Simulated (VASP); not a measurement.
A run of VASP 6.6.1 is set up as follows.

INCAR

```
PREC = Accurate
ENCUT = 520
EDIFF = 1E-6
ISMEAR = 0
SIGMA = 0.15
LREAL = F
LASPH = T
NELM = 60
ALGO = Fast
ISIF = 2
LWAVE = F
LCHARG = F
GGA = PE
NBANDS = 12
```

Contents of KPOINTS:

```
Automatic mesh
0
Gamma
  22 22 22
```

File POSCAR:

```
Zn
1.0
   -1.6317984800      1.5690370000      1.5690370000
    1.6317984800     -1.5690370000      1.5690370000
    1.6317984800      1.5690370000     -1.5690370000
Zn
1
Direct
    0.0000000000      0.0000000000      0.0000000000
```

Potentials or basis: VASP PAW PBE potentials, release 64 (Zn).

Launch:

```sh
$ cat potpaw_PBE.64/Zn/POTCAR > POTCAR
$ mpirun -np 1 vasp_std > vasp.out
```

(1) Predict the pressure.

(2) Predict the band gap on the k mesh.

## Answers

(1) -2.3 GPa.

(2) zero (bands 6 and 7 overlap by 4.64 eV).

Caveat: the cell differs from its parent crystal (strain +0.0400 x Voigt [1, 0, 0, 0, 0, 0]).
